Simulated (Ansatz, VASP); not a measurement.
**GdIn: VASP beside Ansatz**

File INCAR:

```
SYSTEM = GdIn
PREC = Accurate
ENCUT = 520
EDIFF = 1E-6
ISMEAR = -1
SIGMA = 0.1
LREAL = .False.
LASPH = .True.
NELM = 150
ALGO = Normal
ISIF = 2
LWAVE = .False.
LCHARG = .False.
ISPIN = 2
MAGMOM = 7 0
LORBIT = 11
LMAXMIX = 6
GGA = PS
NBANDS = 26
```

File KPOINTS:

```
Automatic mesh
0
Gamma
  8 8 8
  0 0 0
```

The input POSCAR:

```
GdIn
1.0
    3.7782368979      0.0000000000      0.0000000000
    0.0000000000      3.7782368979      0.0000000000
    0.0000000000      0.0000000000      3.7782368979
Gd In
1 1
Direct
    0.0000000000      0.0000000000      0.0000000000
    0.5000000000      0.5000000000      0.5000000000
```

Input for Ansatz:

```yaml
crystal:
  lattice:
    - [3.77823689787428, 0.0, 0.0]
    - [0.0, 3.77823689787428, 0.0]
    - [0.0, 0.0, 3.77823689787428]
  atoms:
    - { symbol: Gd, position: [0.0, 0.0, 0.0], spin: 7.0 }
    - { symbol: In, position: [0.5, 0.5, 0.5] }
kpoints:
  mp_grid:
    grid: [8, 8, 8]
hamiltonian:
  xc: pbesol
  pseudopotentials:
    kind: all_electron
    lapw:
      basis_error: 0.001
magnetization:
  spin_polarized: true
scf:
  occupations:
    method: fermi_dirac
    width: 0.1
```

Alike in both runs: task single point; functional PBEsol; k mesh 8 × 8 × 8; occupations fermi-dirac, width 0.1 eV; collinear spin.

```csv
,VASP,Ansatz
version,VASP 6.6.1,Ansatz 0.2.0
potentials or method,"VASP PAW PBE potentials, release 64 (Gd, In_d), cutoff 520 eV",all-electron (LAPW or listed datasets)
```

VASP gave:

- net moment per atom (μB): 3.59
- size of the moment on the site where the two differ most (μB): 6.82

**Question.** Which values does Ansatz return?

**Answer.** net moment per atom (μB): 3.59; size of the moment on the site where the two differ most (μB): 7.10.

VASP's potentials were made for PBE, not for PBEsol. Site moments also hang on the region over which each program counts them. Ansatz ran all-electron here, and VASP with PAW potentials.

Neither program's run includes spin-orbit coupling.
